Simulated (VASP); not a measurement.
# K (Im-3m) in VASP: notebook, part 2 of 2

VASP 6.6.1. Earlier steps stand in the parts before.

### Step 3. Single point, r2SCAN

The input, POSCAR:

```
K
1.0
   -2.6975585167      2.6975585167      2.6975585167
    2.6975585167     -2.6975585167      2.6975585167
    2.6975585167      2.6975585167     -2.6975585167
K
1
Direct
    0.0000000000      0.0000000000      0.0000000000
```

The input, INCAR.step1:

```
SYSTEM = K
PREC = Accurate ; ENCUT = 520
ISMEAR = -1 ; SIGMA = 0.05
LREAL = .False. ; LASPH = .True.
NELM = 100 ; NBANDS = 10
GGA = PE ; ALGO = Normal
EDIFF = 1E-4 ; LWAVE = .True.
LCHARG = .False.
```

The input, INCAR.step2:

```
SYSTEM = K
PREC = Accurate ; ENCUT = 520
EDIFF = 1E-7 ; ISMEAR = -1
SIGMA = 0.05 ; LREAL = .False.
LASPH = .True. ; NELM = 100
ALGO = Normal ; ISIF = 2
LWAVE = .False. ; LCHARG = .False.
METAGGA = R2SCAN ; LMIXTAU = .True.
NBANDS = 10 ; ISTART = 1
```

The input, KPOINTS:

```
Automatic mesh
0
Gamma
  6 6 6
  0 0 0
```

Potentials or basis: VASP PAW PBE potentials, release 64 (K_sv).

Run with:

```
cat potpaw_PBE.64/K_sv/POTCAR > POTCAR
cp INCAR.step1 INCAR
mpirun -np 1 vasp_std > vasp.out
cp INCAR.step2 INCAR
mpirun -np 1 vasp_std > vasp.out
```

OUTCAR:

```text
SYSTEM = K
   PREC = Accurate
   ENCUT = 520
   EDIFF = 1E-7
   ISMEAR = -1
   LREAL = .False.
   LASPH = .True.
   NELM = 100
   ISIF = 2
   METAGGA = R2SCAN
   ISTART = 1

 ion  position               nearest neighbor table
   1  0.000  0.000  0.000-

  LATTYP: Found a body centered cubic cell.
 ALAT       =     5.3951170334

  Lattice vectors:

 A1 = (  -2.6975585167,   2.6975585167,   2.6975585167)
 A2 = (   2.6975585167,  -2.6975585167,   2.6975585167)
 A3 = (   2.6975585167,   2.6975585167,  -2.6975585167)

Analysis of symmetry for initial positions (statically):
=====================================================================
 Subroutine PRICEL returns:
 Original cell was already a primitive cell.

 Routine SETGRP: Setting up the symmetry group for a
 body centered cubic supercell.

 Subroutine GETGRP returns: Found 48 space group operations
 (whereof 48 operations were pure point group operations)
 out of a pool of 48 trial point group operations.

The static configuration has the point symmetry O_h .

Analysis of symmetry for dynamics (positions and initial velocities):
=====================================================================
 Subroutine PRICEL returns:
 Original cell was already a primitive cell.

 Routine SETGRP: Setting up the symmetry group for a
 body centered cubic supercell.

 Subroutine GETGRP returns: Found 48 space group operations
 (whereof 48 operations were pure point group operations)
 out of a pool of 48 trial point group operations.

The dynamic configuration has the point symmetry O_h .

 Subroutine INISYM returns: Found 48 space group operations
 (whereof 48 operations are pure point group operations),
 and found     1 'primitive' translations

----------------------------------------------------------------------------------------

                                     Primitive cell

  volume of cell :      78.5186

  direct lattice vectors                    reciprocal lattice vectors
    -2.697558517  2.697558517  2.697558517     0.000000000  0.185352791  0.185352791
     2.697558517 -2.697558517  2.697558517     0.185352791  0.000000000  0.185352791
     2.697558517  2.697558517 -2.697558517     0.185352791  0.185352791  0.000000000

  length of vectors
     4.672308407  4.672308407  4.672308407     0.262128431  0.262128431  0.262128431

  position of ions in fractional coordinates (direct lattice)
     0.000000000  0.000000000  0.000000000

  ion indices of the primitive-cell ions
   primitive index   ion index
                 1           1

----------------------------------------------------------------------------------------

 KPOINTS: Automatic mesh

Automatic generation of k-mesh.
 Grid dimensions read from file:
 generate k-points for:    6    6    6

 Generating k-lattice:

  Cartesian coordinates                     Fractional coordinates (reciprocal lattice)
     0.000000000  0.030892132  0.030892132     0.166666667  0.000000000  0.000000000
     0.030892132  0.000000000  0.030892132     0.000000000  0.166666667  0.000000000
     0.030892132  0.030892132  0.000000000     0.000000000  0.000000000  0.166666667

  Length of vectors
     0.043688072  0.043688072  0.043688072

  Shift w.r.t. Gamma in fractional coordinates (k-lattice)
     0.000000000  0.000000000  0.000000000

 Subroutine IBZKPT returns following result:
 ===========================================

 Found     16 irreducible k-points:

 Following reciprocal coordinates:
            Coordinates               Weight
  0.000000  0.000000  0.000000      1.000000
  0.166667  0.000000  0.000000     12.000000
  0.333333  0.000000  0.000000     12.000000
  0.500000  0.000000  0.000000      6.000000
  0.166667  0.166667  0.000000     24.000000
  0.333333  0.166667  0.000000     48.000000
[... 8 lines left out ...]
  0.500000  0.500000  0.333333     12.000000
  0.500000  0.500000  0.500000      1.000000
   k-points           NKPTS =     16   k-points in BZ     NKDIM =     16   number of bands    NBANDS=     10
   number of dos      NEDOS =    301   number of ions     NIONS =      1
   total plane-waves  NPLWV =  46656
   dimension x,y,z NGX =    36 NGY =   36 NGZ =   36
   dimension x,y,z NGXF=    72 NGYF=   72 NGZF=   72
   ions per type =               1
   NGX,Y,Z   is equivalent  to a cutoff of  12.81, 12.81, 12.81 a.u.
   NGXF,Y,Z  is equivalent  to a cutoff of  25.62, 25.62, 25.62 a.u.
 SYSTEM =  K
   PREC   = accura    normal or accurate (medium, high low for compatibility)
   ISTART =      1    job   : 0-new  1-cont  2-samecut
   ICHARG =      0    charge: 1-file 2-atom 10-const
   ISPIN  =      1    spin polarized calculation?
   LNONCOLLINEAR =      F non collinear calculations
   LSORBIT =      F    spin-orbit coupling
   LASPH  =      T    aspherical Exc in radial PAW
   ENCUT  =  520.0 eV  38.22 Ry    6.18 a.u.   8.69  8.69  8.69*2*pi/ulx,y,z
   NELM   =    100;   NELMIN=  2; NELMDL=  0     # of ELM steps
   EDIFF  = 0.1E-06   stopping-criterion for ELM
   LREAL  =      F    real-space projection
   EDIFFG = 0.1E-05   stopping-criterion for IOM
   NSW    =      0    number of steps for IOM
   IBRION =     -1    ionic relax: 0-MD 1-quasi-New 2-CG
   NFREE  =      0    steps in history (QN), initial steepest desc. (CG)
   ISIF   =      2    stress and relaxation
   ISYM   =      2    0-nonsym 1-usesym 2-fastsym
   POTIM  = 0.5000    time-step for ionic-motion
   TEBEG  =    0.0;   TEEND  =   0.0 temperature during run
   PSTRESS=    0.0 pullay stress
   NELECT =       9.0000    total number of electrons
   NUPDOWN=      -1.0000    fix difference up-down
   EMIN   =  10.00;   EMAX   =-10.00  energy-range for DOS
   EFERMI =   0.00;   METHOD = LEGACY
   ISMEAR =    -1;   SIGMA  =   0.05  broadening in eV -4-tet -1-fermi 0-gaus
   EFERMI_NEDOS =   21; number of points for ismear=-14 and -15
   IALGO  =     38    algorithm
   IMIX   =      4    mixing-type and parameters
     AMIX     =   0.40;   BMIX     =  1.00
     AMIX_MAG =   1.60;   BMIX_MAG =  1.00
  volume/ion in A,a.u.               =      78.52       529.87
  Fermi-wavevector in a.u.,A,eV,Ry     =   0.795240  1.502785  8.604411  0.632406
  Thomas-Fermi vector in A             =   1.901529
   LORBIT       =      0    0 simple, 1 ext, 2 COOP (PROOUT), +10 PAW based schemes
   METAGGA = R2SCAN    functional components
   LHFCALC =     F    Hartree Fock is set to
   AEXX    =    0.0000 exact exchange contribution
   IVDW    =     0    specifies the selected vdW correction
   LEPSILON=     F    determine dielectric tensor
   LRPA    =     F    only Hartree local field effects (RPA)
 non-spin polarized calculation
  energy-cutoff  :      520.00
  volume of cell :       78.52
 maximum number of plane-waves:      2136
   NGX = 17   NGY = 17   NGZ = 17

 number of electron       8.9999999 magnetization

 Free energy of the ion-electron system (eV)
  ---------------------------------------------------
  ext. energy  EPLUGINS =         0.00000000
  ---------------------------------------------------
  free energy    TOTEN  =        -5.99916180 eV

  energy without entropy =       -5.98376210  energy(sigma->0) =       -5.99146195

 E-fermi :  -0.1842     XC(G=0):  -5.7438

 val. band max:       -0.4627734381   @ k =   0.1667   0.1667   0.1667
 cond. band min:      -0.1717029614   @ k =   0.3333   0.1667   0.0000
 fundamental gap:      0.2910704767
 Fermi energy:        -0.1842448160

 k-point     1 :       0.0000    0.0000    0.0000
  band No.  band energies     occupation
      1     -33.9020      2.00000
      2     -16.5772      2.00000
      3     -16.5772      2.00000
      4     -16.5772      2.00000
      5      -2.4144      2.00000
      6       4.4848      0.00000
      7       4.4849      0.00000
      8       4.4849      0.00000
      9       5.4097      0.00000
     10       5.4097      0.00000

 k-point     2 :       0.1667    0.0000    0.0000
  band No.  band energies     occupation
      1     -33.9012      2.00000
      2     -16.5911      2.00000
      3     -16.5818      2.00000
      4     -16.5771      2.00000
      5      -2.0677      2.00000
      6       3.7571      0.00000
      7       4.0676      0.00000
      8       4.7504      0.00000
      9       5.1516      0.00000
     10       5.3240      0.00000
[... 170 lines left out ...]
 k-point    16 :       0.5000    0.5000    0.5000
  band No.  band energies     occupation
      1     -33.8964      2.00000
      2     -16.6166      2.00000
      3     -16.6166      2.00000
      4     -16.6166      2.00000
      5       1.6103      0.00000
      6       1.6103      0.00000
      7       3.3927      0.00000
      8       3.3929      0.00000
      9       3.3929      0.00000
     10       5.8743      0.00000

------------------------ aborting loop because EDIFF is reached ----------------------------------------

  FORCE on cell =-STRESS in cart. coord.  units (eV):
  Direction    XX          YY          ZZ          XY          YZ          ZX
  --------------------------------------------------------------------------------------
  -------------------------------------------------------------------------------------
  Total       -0.0436311     -0.0436311     -0.0436311      0.0000000     -0.0000000      0.0000000
  in kB       -0.8902955     -0.8902955     -0.8902955      0.0000000     -0.0000000      0.0000000
  external PRESSURE =      -0.8902955 kB  Pullay stress =       0.0000000 kB

 VOLUME and BASIS-vectors are now :
 -----------------------------------------------------------------------------
  energy-cutoff  :      520.00
  volume of cell :       78.52
      direct lattice vectors                 reciprocal lattice vectors
    -2.697558517  2.697558517  2.697558517     0.000000000  0.185352791  0.185352791
     2.697558517 -2.697558517  2.697558517     0.185352791  0.000000000  0.185352791
     2.697558517  2.697558517 -2.697558517     0.185352791  0.185352791  0.000000000

 POSITION                                       TOTAL-FORCE (eV/Angst)
 -----------------------------------------------------------------------------------
      0.00000      0.00000      0.00000         0.000000      0.000000     -0.000000
 -----------------------------------------------------------------------------------
    total drift:                               -0.000000      0.000000      0.000000

  FREE ENERGIE OF THE ION-ELECTRON SYSTEM (eV)
  ---------------------------------------------------
  free  energy   TOTEN  =        -5.9991617972 eV

  energy  without entropy=       -5.9837620951  energy(sigma->0) =       -5.99146195
```

OUTCAR.step1:

```text
SYSTEM = K
   PREC = Accurate
   ENCUT = 520
   ISMEAR = -1
   LREAL = .False.
   LASPH = .True.
[... 411 lines left out ...]

 POSITION                                       TOTAL-FORCE (eV/Angst)
 -----------------------------------------------------------------------------------
      0.00000      0.00000      0.00000         0.000000     -0.000000      0.000000
 -----------------------------------------------------------------------------------
    total drift:                               -0.000000      0.000000      0.000000

  FREE ENERGIE OF THE ION-ELECTRON SYSTEM (eV)
  ---------------------------------------------------
  free  energy   TOTEN  =        -1.0336051873 eV

  energy  without entropy=       -1.0181487414  energy(sigma->0) =       -1.02587696
```

OSZICAR.step1:

```text
N       E                     dE             d eps       ncg     rms          rms(c)
DAV:   1     0.402042241045E+02    0.40204E+02   -0.34570E+03   320   0.664E+02
DAV:   2     0.361767127082E+00   -0.39842E+02   -0.39250E+02   338   0.185E+02
DAV:   3    -0.100143317221E+01   -0.13632E+01   -0.13456E+01   486   0.253E+01
DAV:   4    -0.103178245335E+01   -0.30349E-01   -0.30330E-01   432   0.388E+00
DAV:   5    -0.103260746715E+01   -0.82501E-03   -0.82473E-03   510   0.434E-01    0.185E+00
DAV:   6    -0.103301557068E+01   -0.40810E-03   -0.11806E-03   480   0.219E-01    0.114E+00
DAV:   7    -0.103353409550E+01   -0.51852E-03   -0.25706E-03   486   0.329E-01    0.504E-02
DAV:   8    -0.103360518733E+01   -0.71092E-04   -0.10399E-04   356   0.121E-01
   1 F= -.10336052E+01 E0= -.10258770E+01  d E =-.154564E-01
```

It took 33 s on 1 thread of Intel Xeon 6975P-C, shared host; peak memory 0.21 GiB.

Results:

```yaml
Free_energy: -5.9992 eV
Pressure: -0.1 GPa
```

Levels at points of the mesh, in eV from the Fermi level:
| k point | band 1 | band 2 | band 3 | band 4 | band 5 | band 6 | band 7 | band 8 | band 9 |
| --- | --- | --- | --- | --- | --- | --- | --- | --- | --- |
| (0.00, 0.00, 0.00) | -33.72 | -16.39 | -16.39 | -16.39 | -2.23 | 4.67 | 4.67 | 4.67 | 5.59 |
| (0.50, 0.00, 0.00) | -33.71 | -16.45 | -16.41 | -16.39 | 0.55 | 0.59 | 3.45 | 5.28 | 6.14 |
| (0.50, 0.50, 0.50) | -33.71 | -16.43 | -16.43 | -16.43 | 1.79 | 1.79 | 3.58 | 3.58 | 3.58 |

Caveat: the PAW data sets were made with another functional, which shifts forces and pressure a little.

### Step 4. Single point, r2SCAN

POSCAR is that of step 3.

The input, INCAR.step1:

```
PREC = Accurate
ENCUT = 520
ISMEAR = -1
SIGMA = 0.05
LREAL = False
LASPH = True
NELM = 80
NBANDS = 10
GGA = PE
ALGO = Normal
EDIFF = 1E-4
LWAVE = True
LCHARG = False
```

The input, INCAR.step2:

```
PREC = Accurate
ENCUT = 520
EDIFF = 1E-6
ISMEAR = -1
SIGMA = 0.05
LREAL = False
LASPH = True
NELM = 80
ALGO = Normal
ISIF = 2
LWAVE = False
LCHARG = False
METAGGA = R2SCAN
LMIXTAU = True
NBANDS = 10
ISTART = 1
```

The input, KPOINTS:

```
regular mesh
0
Gamma
  6 6 6
```

Run with:

```
cat potpaw_PBE.64/K_sv/POTCAR > POTCAR
cp INCAR.step1 INCAR
mpirun -np 1 vasp_std > vasp.out
cp INCAR.step2 INCAR
mpirun -np 1 vasp_std > vasp.out
```

Run time: 34 s. Hardware: 1 thread of Intel Xeon 6975P-C, shared host; peak memory 0.21 GiB.

The run converged. Its results:

| Property | Result |
| --- | --- |
| Free energy | -5.9992 eV |
| Pressure | -0.1 GPa |

Levels at points of the mesh, in eV from the Fermi level:
```
           k point  band 2  band 3  band 4  band 5  band 6  band 7
(0.00, 0.00, 0.00)  -16.39  -16.39  -16.39   -2.23    4.67    4.67
(0.50, 0.00, 0.00)  -16.45  -16.41  -16.39    0.55    0.59    3.45
(0.50, 0.50, 0.50)  -16.43  -16.43  -16.43    1.79    1.79    3.58
```

Caveat: the PAW data sets were made with another functional, which shifts forces and pressure a little.

### Step 5. Single point, LDA

The input, INCAR:

```
SYSTEM = K
PREC = Accurate
ENCUT = 520
EDIFF = 1E-6
ISMEAR = 0
SIGMA = 0.1
LREAL = .FALSE.
LASPH = .TRUE.
NELM = 60
ALGO = Fast
ISIF = 2
LWAVE = .FALSE.
LCHARG = .FALSE.
GGA = CA
NBANDS = 10
```

The input, KPOINTS:

```
regular mesh
0
G
  8 8 8
  0 0 0
```

POSCAR is that of step 4.

Potentials or basis: VASP PAW LDA potentials, release 64 (K_sv).

Run with:

```
cat potpaw_LDA.64/K_sv/POTCAR > POTCAR
mpirun -np 1 vasp_std > vasp.out
```

OUTCAR:

```text
SYSTEM = K
   PREC = Accurate
   ENCUT = 520
   EDIFF = 1E-6
   ISMEAR = 0
   LREAL = .FALSE.
   LASPH = .TRUE.
   NELM = 60
   ISIF = 2
   GGA = CA

 ion  position               nearest neighbor table
   1  0.000  0.000  0.000-

  LATTYP: Found a body centered cubic cell.
 ALAT       =     5.3951170334

  Lattice vectors:
[... 489 lines left out ...]
      4     -16.0114      2.00000
      5      -0.3212      0.26115
      6       1.6168      0.00000
      7       2.7998      0.00000
      8       2.8174      0.00000
      9       3.9222      0.00000
     10       4.9631      0.00000

 [... further k-points ...]

------------------------ aborting loop because EDIFF is reached ----------------------------------------

  FORCE on cell =-STRESS in cart. coord.  units (eV):
  Direction    XX          YY          ZZ          XY          YZ          ZX
  --------------------------------------------------------------------------------------
  -------------------------------------------------------------------------------------
  Total       -0.3019859     -0.3019859     -0.3019859      0.0000000     -0.0000000      0.0000000
  in kB       -6.1620427     -6.1620427     -6.1620427      0.0000000     -0.0000000      0.0000000
  external PRESSURE =      -6.1620427 kB  Pullay stress =       0.0000000 kB

 VOLUME and BASIS-vectors are now :
 -----------------------------------------------------------------------------
  energy-cutoff  :      520.00
  volume of cell :       78.52
      direct lattice vectors                 reciprocal lattice vectors
    -2.697558517  2.697558517  2.697558517     0.000000000  0.185352791  0.185352791
     2.697558517 -2.697558517  2.697558517     0.185352791  0.000000000  0.185352791
     2.697558517  2.697558517 -2.697558517     0.185352791  0.185352791  0.000000000

 POSITION                                       TOTAL-FORCE (eV/Angst)
 -----------------------------------------------------------------------------------
      0.00000      0.00000      0.00000         0.000000     -0.000000      0.000000
 -----------------------------------------------------------------------------------
    total drift:                               -0.000000      0.000000      0.000000

  FREE ENERGIE OF THE ION-ELECTRON SYSTEM (eV)
  ---------------------------------------------------
  free  energy   TOTEN  =        -1.1288879109 eV

  energy  without entropy=       -1.1225881981  energy(sigma->0) =       -1.12573805
```

stdout:

```text
POSCAR found type information on POSCAR K
 POSCAR found :  1 types and       1 ions
 scaLAPACK will be used
 LDA part: xc-table for (Slater(with rela. corr.)+CA(PZ))
 , standard interpolation
 POSCAR, INCAR and KPOINTS ok, starting setup
 FFT: planning ... GRIDC
 FFT: planning ... GRID_SOFT
 FFT: planning ... GRID
 WAVECAR not read
 entering main loop
```

It took 15 s on 1 thread of Intel Xeon 6975P-C, shared host; peak memory 0.17 GiB.

What came out:

```
Free energy : -1.1289 eV
Pressure    : -0.6 GPa
```

Levels at points of the mesh, in eV from the Fermi level:
```tsv
k point	band 1	band 2	band 3	band 4	band 5	band 6	band 7	band 8	band 9
(0.00, 0.00, 0.00)	-31.91	-15.59	-15.59	-15.59	-2.11	4.05	4.05	4.05	4.95
(0.50, 0.00, 0.00)	-31.90	-15.65	-15.61	-15.59	0.37	0.66	3.02	4.55	5.42
(0.50, 0.50, 0.50)	-31.90	-15.63	-15.63	-15.63	1.67	1.67	3.25	3.25	3.25
```

### Step 6. Single point, PBE

The input, INCAR:

```
SYSTEM = K
  PREC = Accurate
  ENCUT = 520
  EDIFF = 1E-7
  ISMEAR = 0
  SIGMA = 0.1
  LREAL = .FALSE.
  LASPH = .TRUE.
  NELM = 80
  ALGO = Fast
  ISIF = 2
  LWAVE = .FALSE.
  LCHARG = .FALSE.
  GGA = PE
  NBANDS = 10
```

KPOINTS is that of step 5.

POSCAR is that of step 5.

Potentials or basis: VASP PAW PBE potentials, release 64 (K_sv).

Run with:

```
cat potpaw_PBE.64/K_sv/POTCAR > POTCAR
mpirun -np 1 vasp_std > vasp.out
```

Run time: 20 s. Hardware: 1 thread of Intel Xeon 6975P-C, shared host; peak memory 0.2 GiB.

It converged, with:

```
Free energy : -1.0410 eV
Pressure    : -0.2 GPa
```

Levels at points of the mesh, in eV from the Fermi level:
```tsv
k point	band 2	band 3	band 4	band 5	band 6	band 7
(0.00, 0.00, 0.00)	-15.67	-15.67	-15.67	-2.10	4.19	4.19
(0.50, 0.00, 0.00)	-15.72	-15.68	-15.67	0.41	0.62	3.10
(0.50, 0.50, 0.50)	-15.71	-15.71	-15.71	1.66	1.66	3.27
```

### Step 7. Summary

```csv
level,potentials or basis,k mesh,smearing,gap on the mesh (eV),pressure (GPa)
PBE,"VASP PAW PBE potentials, release 64 (K_sv)",6 × 6 × 6,gaussian 0.1 eV,none,-0.2
r2SCAN,"VASP PAW PBE potentials, release 64 (K_sv)",6 × 6 × 6,fermi-dirac 0.05 eV,none,-0.1
LDA,"VASP PAW LDA potentials, release 64 (K_sv)",8 × 8 × 8,gaussian 0.1 eV,none,-0.6
PBE,"VASP PAW PBE potentials, release 64 (K_sv)",8 × 8 × 8,gaussian 0.1 eV,none,-0.2
```

Alike in all rows: task single point; no spin polarisation; cell as given; cutoff (eV) 520.

Caveats: the PAW data sets were made with another functional, which shifts forces and pressure a little (some runs).

Total energies depend on the potentials used, so only differences within one code and one set of settings carry meaning.
